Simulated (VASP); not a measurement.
A run of VASP 6.6.1 is set up as follows.

POSCAR

```
As
1.0
    1.8815830591      1.0863324857      3.5613725952
   -1.8815830591      1.0863324857      3.5613725952
    0.0000000000     -2.1726649714      3.5613725952
As
2
Direct
    0.7738769962      0.7738769962      0.7738769962
    0.2261230038      0.2261230038      0.2261230038
```

Contents of INCAR.step1:

```
SYSTEM = As
PREC = Accurate
ENCUT = 520
EDIFF = 1E-5
ISMEAR = -1
SIGMA = 0.02
LREAL = .FALSE.
LASPH = .TRUE.
NELM = 100
ALGO = Normal
ISIF = 2
LWAVE = .TRUE.
LCHARG = .FALSE.
GGA = PE
NBANDS = 12
```

Contents of INCAR.step2:

```
SYSTEM = As
PREC = Accurate
ENCUT = 520
EDIFF = 1E-6
ISMEAR = -1
SIGMA = 0.02
LREAL = .FALSE.
LASPH = .TRUE.
NELM = 100
ALGO = Normal
ISIF = 2
LWAVE = .FALSE.
LCHARG = .FALSE.
GGA = PE
LHFCALC = .TRUE.
AEXX = 0.25
PRECFOCK = Normal
ISTART = 1
NBANDS = 12
```

KPOINTS

```
regular mesh
0
G
  6 6 6
  0 0 0
```

Potentials or basis: VASP PAW PBE potentials, release 64 (As).

Command:

```bash
$ cat potpaw_PBE.64/As/POTCAR > POTCAR
$ cp INCAR.step1 INCAR
$ mpirun -np 1 vasp_std > vasp.out
$ cp INCAR.step2 INCAR
$ mpirun -np 1 vasp_std > vasp.out
```

Predict the band gap on the k mesh.

zero (bands 5 and 6 overlap by 0.22 eV).

What does it give for the pressure?

-0.5 GPa.

Stress tensor (GPa, compression positive):
```
-0.51  0.00  0.00
 0.00 -0.51  0.00
 0.00  0.00 -0.60
```

Caveat: the PAW data sets were made with another functional, which shifts forces and pressure a little.
